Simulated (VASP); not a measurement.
# Rb (P6_3/mmc) in VASP: notebook

Rb is run at these levels: PBE; tasks: single point.

Everything below comes from runs of VASP 6.6.1. Logs are shortened: lines on timing, memory, paths and dates and some standing lists are left out, and cuts for length are marked.

## Step 1: The cell of the first run

It takes space group P6_3/mmc (No. 194, hexagonal). Conventional cell: a = 3.864 Å, b = 3.864 Å, c = 6.375 Å, α = 90.00°, β = 90.00°, γ = 120.00°. Within 5.1 Å of Rb (site symmetry -6m2) lie 12 Rb at 3.86 to 3.89 Å.

This isn't the form of Rb at room conditions, which is bcc.

## Step 2: Single point, PBE

File INCAR:

```
PREC     = Accurate       # precision mode
ENCUT    = 520            # plane-wave cutoff, eV
EDIFF    = 1E-6           # SCF threshold, eV
ISMEAR   = -1             # smearing method
SIGMA    = 0.08           # smearing width, eV
LREAL    = F              # projectors in reciprocal space
LASPH    = T              # aspherical terms in the spheres
NELM     = 80             # most SCF steps
ALGO     = Normal         # electronic algorithm
ISIF     = 2              # what is computed and relaxed
LWAVE    = F              # write WAVECAR
LCHARG   = F              # write CHGCAR
GGA      = PE             # functional
NBANDS   = 16             # bands
```

File KPOINTS:

```
regular mesh
0
Gamma
  9 9 5
```

File POSCAR:

```
Rb
1.0
    3.8636841169      0.0000000000      0.0000000000
   -1.9318420584      3.3460485974      0.0000000000
    0.0000000000      0.0000000000      6.3745883782
Rb
2
Direct
    0.3333333333      0.6666666667      0.2500000000
    0.6666666667      0.3333333333      0.7500000000
```

Potentials or basis: VASP PAW PBE potentials, release 64 (Rb_sv).

Command:

```bash
cat potpaw_PBE.64/Rb_sv/POTCAR > POTCAR
mpirun -np 1 vasp_std > vasp.out
```

OUTCAR:

```text
PREC = Accurate
   ENCUT = 520
   EDIFF = 1E-6
   ISMEAR = -1
   LREAL = F
   LASPH = T
   NELM = 80
   ISIF = 2
   GGA = PE

 ion  position               nearest neighbor table
   1  0.333  0.667  0.250-   2 3.89   2 3.89   2 3.89   2 3.89   2 3.89   2 3.89   2 5.48   2 5.48
                             2 5.48   2 5.48   2 5.48   2 5.48
   2  0.667  0.333  0.750-   1 3.89   1 3.89   1 3.89   1 3.89   1 3.89   1 3.89   1 5.48   1 5.48
                             1 5.48   1 5.48   1 5.48   1 5.48

  LATTYP: Found a hexagonal cell.
 ALAT       =     3.8636841169
 C/A-ratio  =     1.6498730707

  Lattice vectors:

 A1 = (   3.8636841169,   0.0000000000,   0.0000000000)
 A2 = (  -1.9318420584,   3.3460485974,   0.0000000000)
 A3 = (   0.0000000000,   0.0000000000,   6.3745883782)

Analysis of symmetry for initial positions (statically):
=====================================================================
 Subroutine PRICEL returns:
 Original cell was already a primitive cell.

 Routine SETGRP: Setting up the symmetry group for a
 hexagonal supercell.

 Subroutine GETGRP returns: Found 24 space group operations
 (whereof 12 operations were pure point group operations)
 out of a pool of 24 trial point group operations.

The static configuration has the point symmetry D_3d.
 The point group associated with its full space group is D_6h.

Analysis of symmetry for dynamics (positions and initial velocities):
=====================================================================
 Subroutine PRICEL returns:
 Original cell was already a primitive cell.

 Routine SETGRP: Setting up the symmetry group for a
 hexagonal supercell.

 Subroutine GETGRP returns: Found 24 space group operations
 (whereof 12 operations were pure point group operations)
 out of a pool of 24 trial point group operations.

The dynamic configuration has the point symmetry D_3d.
 The point group associated with its full space group is D_6h.

 Subroutine INISYM returns: Found 24 space group operations
 (whereof 12 operations are pure point group operations),
 and found     1 'primitive' translations

----------------------------------------------------------------------------------------

                                     Primitive cell

  volume of cell :      82.4112

  direct lattice vectors                    reciprocal lattice vectors
     3.863684117  0.000000000  0.000000000     0.258820330  0.149429987  0.000000000
    -1.931842058  3.346048597  0.000000000     0.000000000  0.298859975  0.000000000
     0.000000000  0.000000000  6.374588378     0.000000000  0.000000000  0.156872874

  length of vectors
     3.863684117  3.863684117  6.374588378     0.298859975  0.298859975  0.156872874

  position of ions in fractional coordinates (direct lattice)
     0.333333333  0.666666667  0.250000000
     0.666666667  0.333333333  0.750000000

  ion indices of the primitive-cell ions
   primitive index   ion index
                 1           1
                 2           2

----------------------------------------------------------------------------------------

 KPOINTS: regular mesh

Automatic generation of k-mesh.
 Grid dimensions read from file:
 generate k-points for:    9    9    5

 Generating k-lattice:

  Cartesian coordinates                     Fractional coordinates (reciprocal lattice)
     0.028757814  0.016603332  0.000000000     0.111111111  0.000000000  0.000000000
     0.000000000  0.033206664  0.000000000     0.000000000  0.111111111  0.000000000
     0.000000000  0.000000000  0.031374575     0.000000000  0.000000000  0.200000000

  Length of vectors
     0.033206664  0.033206664  0.031374575

  Shift w.r.t. Gamma in fractional coordinates (k-lattice)
     0.000000000  0.000000000  0.000000000

 Subroutine IBZKPT returns following result:
 ===========================================

 Found     36 irreducible k-points:

 Following reciprocal coordinates:
            Coordinates               Weight
  0.000000  0.000000  0.000000      1.000000
  0.111111  0.000000  0.000000      6.000000
  0.222222  0.000000  0.000000      6.000000
  0.333333  0.000000  0.000000      6.000000
  0.444444  0.000000  0.000000      6.000000
  0.111111  0.111111  0.000000      6.000000
[... 16 lines left out ...]
  0.333333  0.222222  0.200000     24.000000
  0.333333  0.333333  0.200000      4.000000
 [... further k-points ...]
   k-points           NKPTS =     36   k-points in BZ     NKDIM =     36   number of bands    NBANDS=     16
   number of dos      NEDOS =    301   number of ions     NIONS =      2
   total plane-waves  NPLWV =  43200
   dimension x,y,z NGX =    30 NGY =   30 NGZ =   48
   dimension x,y,z NGXF=    60 NGYF=   60 NGZF=   96
   ions per type =               2
   NGX,Y,Z   is equivalent  to a cutoff of  12.91, 12.91, 12.52 a.u.
   NGXF,Y,Z  is equivalent  to a cutoff of  25.82, 25.82, 25.04 a.u.
 SYSTEM =  unknown system
   PREC   = accura    normal or accurate (medium, high low for compatibility)
   ISTART =      0    job   : 0-new  1-cont  2-samecut
   ICHARG =      2    charge: 1-file 2-atom 10-const
   ISPIN  =      1    spin polarized calculation?
   LNONCOLLINEAR =      F non collinear calculations
   LSORBIT =      F    spin-orbit coupling
   LASPH  =      T    aspherical Exc in radial PAW
   ENCUT  =  520.0 eV  38.22 Ry    6.18 a.u.   7.18  7.18 11.85*2*pi/ulx,y,z
   NELM   =     80;   NELMIN=  2; NELMDL= -5     # of ELM steps
   EDIFF  = 0.1E-05   stopping-criterion for ELM
   LREAL  =      F    real-space projection
   EDIFFG = 0.1E-04   stopping-criterion for IOM
   NSW    =      0    number of steps for IOM
   IBRION =     -1    ionic relax: 0-MD 1-quasi-New 2-CG
   NFREE  =      0    steps in history (QN), initial steepest desc. (CG)
   ISIF   =      2    stress and relaxation
   ISYM   =      2    0-nonsym 1-usesym 2-fastsym
   POTIM  = 0.5000    time-step for ionic-motion
   TEBEG  =    0.0;   TEEND  =   0.0 temperature during run
   PSTRESS=    0.0 pullay stress
   NELECT =      18.0000    total number of electrons
   NUPDOWN=      -1.0000    fix difference up-down
   EMIN   =  10.00;   EMAX   =-10.00  energy-range for DOS
   EFERMI =   0.00;   METHOD = LEGACY
   ISMEAR =    -1;   SIGMA  =   0.08  broadening in eV -4-tet -1-fermi 0-gaus
   EFERMI_NEDOS =   21; number of points for ismear=-14 and -15
   IALGO  =     38    algorithm
   IMIX   =      4    mixing-type and parameters
     AMIX     =   0.40;   BMIX     =  1.00
     AMIX_MAG =   1.60;   BMIX_MAG =  1.00
  volume/ion in A,a.u.               =      41.21       278.07
  Fermi-wavevector in a.u.,A,eV,Ry     =   0.985909  1.863099 13.225098  0.972017
  Thomas-Fermi vector in A             =   2.117251
   LORBIT       =      0    0 simple, 1 ext, 2 COOP (PROOUT), +10 PAW based schemes
   GGA     = PE    functional components
   LHFCALC =     F    Hartree Fock is set to
   AEXX    =    0.0000 exact exchange contribution
   IVDW    =     0    specifies the selected vdW correction
   LEPSILON=     F    determine dielectric tensor
   LRPA    =     F    only Hartree local field effects (RPA)
 non-spin polarized calculation
  energy-cutoff  :      520.00
  volume of cell :       82.41
 maximum number of plane-waves:      2238
 NGX is ok and might be reduce to    30
   NGX = 15   NGY = 15   NGZ = 23

 number of electron      18.0000001 magnetization

 Free energy of the ion-electron system (eV)
  ---------------------------------------------------
  ext. energy  EPLUGINS =         0.00000000
  ---------------------------------------------------
  free energy    TOTEN  =        -0.37336214 eV

  energy without entropy =       -0.33302705  energy(sigma->0) =       -0.35319459

 E-fermi :   2.7230     XC(G=0):  -7.8248

 val. band max:        2.7127912401   @ k =   0.4444   0.1111   0.2000
 cond. band min:       2.7491900092   @ k =   0.1111   0.0000   0.0000
 fundamental gap:      0.0363987690
 Fermi energy:         2.7229520211

 k-point     1 :       0.0000    0.0000    0.0000
  band No.  band energies     occupation
      1     -26.3215      2.00000
      2     -26.2050      2.00000
      3     -10.9925      2.00000
      4     -10.0626      2.00000
      5     -10.0626      2.00000
      6      -9.9525      2.00000
[... 8 lines left out ...]
     15       7.3703      0.00000
     16       7.3703      0.00000

 k-point     2 :       0.1111    0.0000    0.0000
  band No.  band energies     occupation
      1     -26.3088      2.00000
      2     -26.1985      2.00000
      3     -10.9506      2.00000
      4     -10.1673      2.00000
      5     -10.0933      2.00000
      6     -10.0542      2.00000
[... 8 lines left out ...]
     15       7.1054      0.00000
     16       7.5836      0.00000

 k-point     3 :       0.2222    0.0000    0.0000
  band No.  band energies     occupation
      1     -26.2756      2.00000
      2     -26.1828      2.00000
      3     -10.8349      2.00000
      4     -10.4298      2.00000
      5     -10.3066      2.00000
      6     -10.1658      2.00000
[... 8 lines left out ...]
     15       7.2326      0.00000
     16       7.6841      0.00000

 k-point     4 :       0.3333    0.0000    0.0000
  band No.  band energies     occupation
      1     -26.2347      2.00000
      2     -26.1677      2.00000
      3     -10.7179      2.00000
      4     -10.6758      2.00000
      5     -10.5632      2.00000
      6     -10.2426      2.00000
[... 8 lines left out ...]
     15       6.7490      0.00000
     16       8.6581      0.00000
[... 324 lines left out ...]
 k-point    22 :       0.2222    0.2222    0.2000
  band No.  band energies     occupation
      1     -26.2100      2.00000
      2     -26.1677      2.00000
      3     -10.7484      2.00000
      4     -10.7209      2.00000
      5     -10.4354      2.00000
      6     -10.3669      2.00000
[... 8 lines left out ...]
     15       6.1204      0.00000
     16       8.4404      0.00000

 k-point    23 :       0.3333    0.2222    0.2000
  band No.  band energies     occupation
      1     -26.1852      2.00000
      2     -26.1640      2.00000
      3     -10.8177      2.00000
      4     -10.7202      2.00000
      5     -10.5160      2.00000
      6     -10.3598      2.00000
[... 8 lines left out ...]
     15       6.6106      0.00000
     16       8.9086      0.00000

 k-point    24 :       0.3333    0.3333    0.2000
  band No.  band energies     occupation
      1     -26.1697      2.00000
      2     -26.1697      2.00000
      3     -10.7100      2.00000
      4     -10.6727      2.00000
      5     -10.6727      2.00000
      6     -10.4488      2.00000
[... 8 lines left out ...]
     15       6.7812      0.00000
     16       9.0590      0.00000

 [... further k-points ...]
[... 5 lines left out ...]
  --------------------------------------------------------------------------------------
  -------------------------------------------------------------------------------------
  Total        4.4724151      4.4724151      4.4107750      0.0000000      0.0000000      0.0000000
  in kB       86.9494190     86.9494190     85.7510576      0.0000000      0.0000000      0.0000000
  external PRESSURE =      86.5499652 kB  Pullay stress =       0.0000000 kB

 VOLUME and BASIS-vectors are now :
 -----------------------------------------------------------------------------
  energy-cutoff  :      520.00
  volume of cell :       82.41
      direct lattice vectors                 reciprocal lattice vectors
     3.863684117  0.000000000  0.000000000     0.258820330  0.149429987  0.000000000
    -1.931842058  3.346048597  0.000000000     0.000000000  0.298859975  0.000000000
     0.000000000  0.000000000  6.374588378     0.000000000  0.000000000  0.156872874

 POSITION                                       TOTAL-FORCE (eV/Angst)
 -----------------------------------------------------------------------------------
     -0.00000      2.23070      1.59365         0.000000     -0.000000      0.000000
      1.93184      1.11535      4.78094        -0.000000      0.000000      0.000000
 -----------------------------------------------------------------------------------
    total drift:                               -0.000000      0.000000     -0.000000

  FREE ENERGIE OF THE ION-ELECTRON SYSTEM (eV)
  ---------------------------------------------------
  free  energy   TOTEN  =        -0.3733621375 eV

  energy  without entropy=       -0.3330270494  energy(sigma->0) =       -0.35319459
```

It took 15 s on 1 thread of Intel Xeon 6975P-C (Granite Rapids), shared host; peak memory 0.2 GiB.

Results:

- Free energy: -0.3734 eV
- Pressure: 8.7 GPa
- Band gap on the k mesh: zero (bands 9 and 10 overlap by 2.16 eV)

Caveat: the cell stands under pressure.

## Step 3: Single point, PBE (41.21 Å³/atom)

File INCAR:

```
SYSTEM = Rb
PREC = Accurate
ENCUT = 520
EDIFF = 1E-7
ISMEAR = -1
SIGMA = 0.08
LREAL = .FALSE.
LASPH = .TRUE.
NELM = 100
ALGO = Normal
ISIF = 2
LWAVE = .FALSE.
LCHARG = .FALSE.
GGA = PE
NBANDS = 16
```

File KPOINTS:

```
Automatic mesh
0
G
  9 9 5
  0 0 0
```

POSCAR is that of step 2.

Potentials or basis: VASP PAW PBE potentials, release 64 (Rb_sv).

Command:

```bash
cat potpaw_PBE.64/Rb_sv/POTCAR > POTCAR
mpirun -np 1 vasp_std > vasp.out
```

It took 16 s on 1 thread of Intel Xeon 6975P-C (Granite Rapids), shared host; peak memory 0.21 GiB.

It converged, with:

| Property | Result |
| --- | --- |
| Free energy | -0.3734 eV |
| Pressure | 8.7 GPa |
| Band gap on the k mesh | zero (bands 9 and 10 overlap by 2.16 eV) |

Stress tensor (GPa, compression positive):
```
8.69 0.00 0.00
0.00 8.69 0.00
0.00 0.00 8.57
```

Levels at points of the mesh, in eV from the Fermi level:
```tsv
k point	band 5	band 6	band 7	band 8	band 9	band 10	band 11	band 12	band 13	band 14
(0.00, 0.00, 0.00)	-12.79	-12.68	-12.67	-12.67	-2.98	-0.26	1.99	3.89	3.92	3.92
```

Caveat: the cell stands under pressure.

## Step 4: Single point, PBE

This run uses another cell than the first one, of 47.62 Å³/atom.

Changes to INCAR since step 3:

```diff
@@ -3,3 +3,3 @@
 ENCUT = 520
-EDIFF = 1E-7
+EDIFF = 1E-6
 ISMEAR = -1
@@ -8,3 +8,3 @@
 LASPH = .TRUE.
-NELM = 100
+NELM = 80
 ALGO = Normal
```

KPOINTS is that of step 3.

File POSCAR:

```
Rb
1.0
    4.0544494417      0.0000000000      0.0000000000
   -2.0272247208      3.5112562149      0.0000000000
    0.0000000000      0.0000000000      6.6893269505
Rb
2
Direct
    0.3333333333      0.6666666667      0.2500000000
    0.6666666667      0.3333333333      0.7500000000
```

Command:

```bash
cat potpaw_PBE.64/Rb_sv/POTCAR > POTCAR
mpirun -np 1 vasp_std > vasp.out
```

Run time: 18 s. Hardware: 1 thread of Intel Xeon 6975P-C (Granite Rapids), shared host; peak memory 0.21 GiB.

Results (log left out):

- Free energy: -0.9393 eV
- Pressure: 5.7 GPa
- Band gap on the k mesh: zero (bands 9 and 10 overlap by 2.29 eV)

Stress tensor (GPa, compression positive):
```
5.71 0.00 0.00
0.00 5.71 0.00
0.00 0.00 5.62
```

Levels at points of the mesh, in eV from the Fermi level:
```
           k point  band 5  band 6  band 7  band 8  band 9  band 10  band 11  band 12  band 13  band 14
(0.00, 0.00, 0.00)  -12.80  -12.73  -12.72  -12.72   -2.87    -0.19     1.51     3.84     3.85     3.85
```

Caveat: the cell stands under pressure.

## Step 5: Single point, PBE (47.62 Å³/atom)

This run uses another cell than the first one, of 47.62 Å³/atom.

File INCAR:

```
PREC = Accurate ; ENCUT = 520
EDIFF = 1E-7 ; ISMEAR = -1
SIGMA = 0.08 ; LREAL = F
LASPH = T ; NELM = 80
ALGO = Normal ; ISIF = 2
LWAVE = F ; LCHARG = T
GGA = PE ; LELF = T
LVHAR = T ; NBANDS = 16
```

File KPOINTS:

```
Automatic mesh
0
Gamma
  9 9 5
```

POSCAR is that of step 4.

Command:

```bash
cat potpaw_PBE.64/Rb_sv/POTCAR > POTCAR
mpirun -np 1 vasp_std > vasp.out
```

It took 21 s on 1 thread of Intel Xeon 6975P-C (Granite Rapids), shared host; peak memory 0.21 GiB.

It converged, with:

| Quantity | Value |
| --- | --- |
| Free energy | -0.9393 eV |
| Pressure | 5.7 GPa |
| Band gap on the k mesh | zero (bands 9 and 10 overlap by 2.29 eV) |

Stress tensor (GPa, compression positive):
```
5.71 0.00 0.00
0.00 5.71 0.00
0.00 0.00 5.62
```

Levels at points of the mesh, in eV from the Fermi level:
| k point | band 7 | band 8 | band 9 | band 10 | band 11 | band 12 |
| --- | --- | --- | --- | --- | --- | --- |
| (0.00, 0.00, 0.00) | -12.72 | -12.72 | -2.87 | -0.19 | 1.51 | 3.84 |

Caveat: the cell stands under pressure.

## Step 6: Single point, PBE

This run uses another cell than the first one, of 54.94 Å³/atom.

File INCAR:

```
PREC = Accurate
ENCUT = 520
EDIFF = 1E-6
ISMEAR = -1
SIGMA = 0.08
LREAL = F
LASPH = T
NELM = 80
ALGO = Normal
ISIF = 2
LWAVE = F
LCHARG = F
GGA = PE
NBANDS = 16
```

KPOINTS is that of step 5.

File POSCAR:

```
Rb
1.0
    4.2525346222      0.0000000000      0.0000000000
   -2.1262673111      3.6828030133      0.0000000000
    0.0000000000      0.0000000000      7.0161423555
Rb
2
Direct
    0.3333333333      0.6666666667      0.2500000000
    0.6666666667      0.3333333333      0.7500000000
```

Potentials or basis: VASP PAW PBE potentials, release 64 (Rb_sv).

Command:

```bash
cat potpaw_PBE.64/Rb_sv/POTCAR > POTCAR
mpirun -np 1 vasp_std > vasp.out
```

It took 18 s on 1 thread of Intel Xeon 6975P-C (Granite Rapids), shared host; peak memory 0.24 GiB.

It converged, with:

```yaml
Free_energy: -1.3525 eV
Pressure: 3.5 GPa
Band_gap_on_the_k_mesh: zero (bands 9 and 10 overlap by 2.27 eV)
```

Levels at points of the mesh, in eV from the Fermi level:
| k point | band 5 | band 6 | band 7 | band 8 | band 9 | band 10 | band 11 | band 12 | band 13 | band 14 |
| --- | --- | --- | --- | --- | --- | --- | --- | --- | --- | --- |
| (0.00, 0.00, 0.00) | -12.82 | -12.77 | -12.76 | -12.76 | -2.71 | -0.11 | 1.17 | 3.78 | 3.79 | 3.79 |

Caveat: the cell stands under pressure.

## Step 7: The runs side by side

| cell | gap on the mesh (eV) | pressure (GPa) |
| --- | --- | --- |
| a = 3.864, b = 3.864, c = 6.375 Å, angles 90.0, 90.0, 120.0°, 2 atoms | none | 8.7 |
| a = 4.054, b = 4.054, c = 6.689 Å, angles 90.0, 90.0, 120.0°, 2 atoms | none | 5.7 |
| a = 4.253, b = 4.253, c = 7.016 Å, angles 90.0, 90.0, 120.0°, 2 atoms | none | 3.5 |

Alike in all rows: task single point; level PBE; potentials or basis VASP PAW PBE potentials, release 64 (Rb_sv); no spin polarisation; k mesh 9 × 9 × 5; cutoff (eV) 520; smearing fermi-dirac 0.08 eV.

Caveats: the cell stands under pressure.

Absolute energies hang on the potentials; compare differences alone.
